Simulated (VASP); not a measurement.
# SnTe in VASP: further runs

The runs below take SnTe through single point, with PBE.

Everything below comes from runs of VASP 6.6.1. Logs are shortened: lines on timing, memory, paths and dates and some standing lists are left out, and cuts for length are marked.

## 1. The cell of the first run

The typed cell holds 4 atoms: a = 4.536 Å, b = 4.524 Å, c = 8.031 Å, α = 73.72°, β = 73.47°, γ = 60.02°.

## 2. Single point, PBE

INCAR reads:

```
PREC = Accurate ; ENCUT = 520
EDIFF = 1E-7 ; ISMEAR = 0
SIGMA = 0.1 ; LREAL = False
LASPH = True ; NELM = 80
ALGO = Normal ; ISIF = 2
LWAVE = False ; LCHARG = False
GGA = PE ; NBANDS = 28
```

KPOINTS reads:

```
Automatic mesh
0
Gamma
  4 4 4
```

POSCAR reads:

```
SnTe
1.0
    0.0025942314     -4.5357366848      0.0067481436
    2.2582353048     -2.2639359649     -3.2005810173
    6.9449632031     -2.2757864657      3.3282590158
Sn Te
2 2
Direct
    0.3384153184      0.9601663181      0.3646955463
    0.8385840089      0.4606721337      0.8637286686
    0.0987673958      0.7271732200      0.0736366760
    0.5992332769      0.2269883281      0.5729391091
```

Potentials or basis: VASP PAW PBE potentials, release 64 (Sn_d, Te).

Launch:

```sh
$ cat potpaw_PBE.64/Sn_d/POTCAR potpaw_PBE.64/Te/POTCAR > POTCAR
$ mpirun -np 1 vasp_std > vasp.out
```

OUTCAR:

```text
PREC = Accurate
   ENCUT = 520
   EDIFF = 1E-7
   ISMEAR = 0
   LREAL = False
   LASPH = True
   NELM = 80
   ISIF = 2
   GGA = PE

 ion  position               nearest neighbor table
   1  0.338  0.960  0.365-   4 3.05   4 3.06   4 3.06   3 3.41   3 3.42   3 3.44
   2  0.839  0.461  0.864-   3 3.05   3 3.06   3 3.07   4 3.41   4 3.42   4 3.43
   3  0.099  0.727  0.074-   2 3.05   2 3.06   2 3.07   1 3.41   1 3.42   1 3.44
   4  0.599  0.227  0.573-   1 3.05   1 3.06   1 3.06   2 3.41   2 3.42   2 3.43

  Warning from LATTYP: Got some problem with cell dimensions!
  Tried to take original basis but could not verify dimensions!
  LATTYP: Found a triclinic cell.
 ALAT       =     4.5316614513
 B/A-ratio  =     0.9983624091
 C/A-ratio  =     2.0390661251
 COS(alpha) =     0.0007807682
 COS(beta)  =     0.4947098934
 COS(gamma) =     0.4982787696

  Lattice vectors:

 A1 = (   2.2556410734,   2.2718007199,  -3.2073291609)
 A2 = (   2.2582353048,  -2.2639359649,  -3.2005810173)
 A3 = (  -4.6893221297,   4.5475871856,  -6.5355881767)

Analysis of symmetry for initial positions (statically):
=====================================================================
 Subroutine PRICEL returns:
 Original cell was already a primitive cell.

 Routine SETGRP: Setting up the symmetry group for a
 triclinic supercell.

 Subroutine GETGRP returns: Found  1 space group operations
 (whereof  1 operations were pure point group operations)
 out of a pool of  2 trial point group operations.

The static configuration has the point symmetry C_1 .

Analysis of symmetry for dynamics (positions and initial velocities):
=====================================================================
 Subroutine PRICEL returns:
 Original cell was already a primitive cell.

 Routine SETGRP: Setting up the symmetry group for a
 triclinic supercell.

 Subroutine GETGRP returns: Found  1 space group operations
 (whereof  1 operations were pure point group operations)
 out of a pool of  2 trial point group operations.

The dynamic configuration has the point symmetry C_1 .

 Subroutine INISYM returns: Found  1 space group operations
 (whereof  1 operations are pure point group operations),
 and found     1 'primitive' translations

----------------------------------------------------------------------------------------

                                     Primitive cell

  volume of cell :     134.9435

[... 91 lines left out ...]
   NELM   =     80;   NELMIN=  2; NELMDL= -5     # of ELM steps
   EDIFF  = 0.1E-06   stopping-criterion for ELM
   LREAL  =      F    real-space projection
   EDIFFG = 0.1E-05   stopping-criterion for IOM
   NSW    =      0    number of steps for IOM
   IBRION =     -1    ionic relax: 0-MD 1-quasi-New 2-CG
   NFREE  =      0    steps in history (QN), initial steepest desc. (CG)
   ISIF   =      2    stress and relaxation
   ISYM   =      2    0-nonsym 1-usesym 2-fastsym
   POTIM  = 0.5000    time-step for ionic-motion
   TEBEG  =    0.0;   TEEND  =   0.0 temperature during run
   PSTRESS=    0.0 pullay stress
   NELECT =      40.0000    total number of electrons
   NUPDOWN=      -1.0000    fix difference up-down
   EMIN   =  10.00;   EMAX   =-10.00  energy-range for DOS
   EFERMI =   0.00;   METHOD = LEGACY
   ISMEAR =     0;   SIGMA  =   0.10  broadening in eV -4-tet -1-fermi 0-gaus
   EFERMI_NEDOS =   21; number of points for ismear=-14 and -15
   IALGO  =     38    algorithm
   IMIX   =      4    mixing-type and parameters
     AMIX     =   0.40;   BMIX     =  1.00
     AMIX_MAG =   1.60;   BMIX_MAG =  1.00
  volume/ion in A,a.u.               =      33.74       227.66
  Fermi-wavevector in a.u.,A,eV,Ry     =   1.091551  2.062733 16.211127  1.191484
  Thomas-Fermi vector in A             =   2.227799
   LORBIT       =      0    0 simple, 1 ext, 2 COOP (PROOUT), +10 PAW based schemes
   GGA     = PE    functional components
   LHFCALC =     F    Hartree Fock is set to
   AEXX    =    0.0000 exact exchange contribution
   IVDW    =     0    specifies the selected vdW correction
   LEPSILON=     F    determine dielectric tensor
   LRPA    =     F    only Hartree local field effects (RPA)
 non-spin polarized calculation
 Gauss-broadening in eV      SIGMA  =   0.10
  energy-cutoff  :      520.00
  volume of cell :      134.94
 maximum number of plane-waves:      3671
 NGX is ok and might be reduce to    36

 number of electron      39.9999999 magnetization

 Free energy of the ion-electron system (eV)
  ---------------------------------------------------
  ext. energy  EPLUGINS =         0.00000000
  ---------------------------------------------------
  free energy    TOTEN  =       -15.17206906 eV

  energy without entropy =      -15.17192800  energy(sigma->0) =      -15.17199853

 E-fermi :   6.0221     XC(G=0):  -9.1433

 val. band max:        5.8379701661   @ k =   0.0000   0.5000   0.5000
 cond. band min:       6.1926772324   @ k =   0.0000   0.5000   0.5000
 fundamental gap:      0.3547070663
 Fermi energy:         6.0220557736

 k-point     1 :       0.0000    0.0000    0.0000
  band No.  band energies     occupation
      1     -15.7648      2.00000
      2     -15.7643      2.00000
      3     -15.7612      2.00000
      4     -15.7609      2.00000
      5     -15.7520      2.00000
      6     -15.7515      2.00000
[... 733 lines left out ...]
     27      10.9870      0.00000
     28      11.0029      0.00000

 [... further k-points ...]

------------------------ aborting loop because EDIFF is reached ----------------------------------------

  FORCE on cell =-STRESS in cart. coord.  units (eV):
  Direction    XX          YY          ZZ          XY          YZ          ZX
  --------------------------------------------------------------------------------------
  -------------------------------------------------------------------------------------
  Total       -0.0014755     -0.0496955     -0.0112634     -0.0002855      0.0249726     -0.0173257
  in kB       -0.0175181     -0.5900319     -0.1337301     -0.0033897      0.2964987     -0.2057077
  external PRESSURE =      -0.2470933 kB  Pullay stress =       0.0000000 kB

 VOLUME and BASIS-vectors are now :
 -----------------------------------------------------------------------------
  energy-cutoff  :      520.00
  volume of cell :      134.94
      direct lattice vectors                 reciprocal lattice vectors
     0.002594231 -4.535736685  0.006748144    -0.109814865 -0.220417474  0.078430523
     2.258235305 -2.263935965 -3.200581017     0.111756010 -0.000283314 -0.233391132
     6.944963203 -2.275786466  3.328259016     0.107691502  0.000174458  0.075860536

 POSITION                                       TOTAL-FORCE (eV/Angst)
 -----------------------------------------------------------------------------------
      4.70196     -4.53869     -1.85701        -0.027875      0.003741     -0.026595
      7.04105     -6.81219      1.40595         0.018442      0.002829      0.004941
      2.15379     -2.26184     -2.08163        -0.013488     -0.003015      0.000780
      4.49319     -4.53574      1.18444         0.022921     -0.003555      0.020874
 -----------------------------------------------------------------------------------
    total drift:                                0.001514      0.000399      0.001055

  FREE ENERGIE OF THE ION-ELECTRON SYSTEM (eV)
  ---------------------------------------------------
  free  energy   TOTEN  =       -15.1720690593 eV

  energy  without entropy=      -15.1719279961  energy(sigma->0) =      -15.17199853
```

Run time: 1.9 min. Hardware: 1 thread of Intel Xeon 6975P-C (Granite Rapids), shared host; peak memory 0.32 GiB.

What came out:

```yaml
Free_energy: -15.1721 eV
Pressure: 0.0 GPa
Largest_force: 0.039 eV/Å
Band_gap_on_the_k_mesh: 0.35 eV
```

Forces on the atoms (eV/Å):
```
Sn  -0.028  0.004 -0.027
Sn   0.018  0.003  0.005
Te  -0.013 -0.003  0.001
Te   0.023 -0.004  0.021
```

Caveat: semilocal functionals underestimate gaps, and a narrow one can read as zero; spin-orbit coupling is left out, which moves the levels of the heavy elements.

## 3. Single point, PBE

This run uses another cell than the first one: it holds 2 atoms, not 4.

INCAR reads:

```
SYSTEM = SnTe
ALGO = Normal ; EDIFF = 1E-7
ENCUT = 520 ; GGA = PE
ISIF = 2 ; ISMEAR = 0
LASPH = .TRUE. ; LCHARG = .TRUE.
LELF = .TRUE. ; LREAL = .FALSE.
LVHAR = .TRUE. ; LWAVE = .FALSE.
NBANDS = 17 ; NELM = 100
PREC = Accurate ; SIGMA = 0.02
```

KPOINTS reads:

```
k-points
0
G
  12 12 12
  0 0 0
```

POSCAR reads:

```
SnTe
1.0
    2.2628801367      1.3064744561      3.7371566182
   -2.2628801367      1.3064744561      3.7371566182
    0.0000000000     -2.6129489122      3.7371566182
Sn Te
1 1
Direct
    0.3182910789      0.3182910789      0.3182910789
    0.8036887778      0.8036887778      0.8036887778
```

Potentials or basis: VASP PAW PBE potentials, release 64 (Sn_d, Te).

Launch:

```sh
$ cat potpaw_PBE.64/Sn_d/POTCAR potpaw_PBE.64/Te/POTCAR > POTCAR
$ mpirun -np 1 vasp_std > vasp.out
```

Wall time 3.6 min (1 thread of Intel Xeon 6975P-C (Granite Rapids), shared host); peak memory 0.36 GiB.

Results (log left out):

```yaml
Free_energy: -7.5664 eV
Pressure: 0.0 GPa
Largest_force: 0.008 eV/Å
Band_gap_on_the_k_mesh: 0.24 eV
```

Forces in eV/Å, atoms in the order of the input:
```
Sn   0.000  0.000 -0.008
Te   0.000  0.000  0.008
```

Levels at points of the mesh, in eV from the valence-band top:
```csv
k point,band 8,band 9,band 10,band 11,band 12,band 13
"(0.00, 0.00, 0.00)",-1.90,-1.87,-1.87,3.17,3.30,3.30
"(0.50, 0.00, 0.00)",-1.65,-1.63,0.00,0.24,0.63,0.70
"(0.50, 0.50, 0.00)",-4.98,-3.34,-3.34,2.41,4.78,4.90
"(0.50, 0.50, 0.50)",-1.57,-1.57,-0.16,0.53,0.66,0.66
```

Caveat: semilocal functionals underestimate gaps, and a narrow one can read as zero; spin-orbit coupling is left out, which moves the levels of the heavy elements. A k mesh can miss the band edges.
